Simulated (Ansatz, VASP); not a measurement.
## One calculation of PbSe, two programs

File POSCAR:

```
PbSe
1.0
    0.0000000000      3.0401081059      3.0401081059
    3.0401081059      0.0000000000      3.0401081059
    3.0401081059      3.0401081059      0.0000000000
Pb Se
1 1
Direct
    0.0000000000      0.0000000000      0.0000000000
    0.5000000000      0.5000000000      0.5000000000
```

File INCAR.step1:

```
ALGO = Normal
EDIFF = 1E-5
ENCUT = 520
GGA = PE
ISIF = 2
ISMEAR = -1
LASPH = T
LCHARG = F
LREAL = F
LWAVE = T
NBANDS = 17
NELM = 100
PREC = Accurate
SIGMA = 0.05
```

INCAR.step2

```
AEXX = 0.2
AGGAC = 0.81
AGGAX = 0.72
ALDAC = 0.19
ALGO = Normal
EDIFF = 1E-6
ENCUT = 520
GGA = B5
ISIF = 2
ISMEAR = -1
ISTART = 1
LASPH = T
LCHARG = F
LHFCALC = T
LREAL = F
LWAVE = F
NBANDS = 17
NELM = 100
PREC = Accurate
PRECFOCK = Normal
SIGMA = 0.05
```

Contents of KPOINTS:

```
k-points
0
Gamma
  4 4 4
```

The input input.yaml:

```yaml
crystal:
  lattice:
    - [0.0, 3.0401081059, 3.0401081059]
    - [3.0401081059, 0.0, 3.0401081059]
    - [3.0401081059, 3.0401081059, 0.0]
  atoms:
    - { symbol: Pb, position: [0.0, 0.0, 0.0] }
    - { symbol: Se, position: [0.5, 0.5, 0.5] }
hamiltonian:
  xc: b3lyp5
  pseudopotentials: { kind: paw }
kpoints:
  mp_grid: { grid: [4, 4, 4] }
scf:
  occupations: { method: fermi_dirac, width: 0.05 }
output:
  forces: true
  stress: true
  eigenvalues: true
```

Alike in both runs: task single point; functional B3LYP5; k mesh 4 × 4 × 4; occupations fermi-dirac, width 0.05 eV; no spin polarisation.

|  | VASP | Ansatz |
| --- | --- | --- |
| version | VASP 6.6.1 | Ansatz 0.2.0 |
| potentials or method | VASP PAW PBE potentials, release 64 (Pb_d, Se) | Ansatz PAW |
| plane-wave cutoff (eV) | 520 | 420 |
| valence electrons in the cell | 20 | 30 |

Ansatz gave:

- gap on the k mesh at the Fermi level (eV): 1.15
- least direct gap on the mesh (eV): 1.15
- pressure (GPa): 5.9

Problem. Estimate VASP's values.

Solution. gap on the k mesh at the Fermi level (eV): 1.19; least direct gap on the mesh (eV): 1.19; pressure (GPa): 5.9.

VASP's potentials were made for PBE, not for B3LYP5. VASP's potentials hold 20 valence electrons a cell and Ansatz's 30, so a difference there can come from the potentials and not from the codes.

The k mesh is coarse, so the values compare programs but aren't converged. Spin-orbit coupling is off throughout.
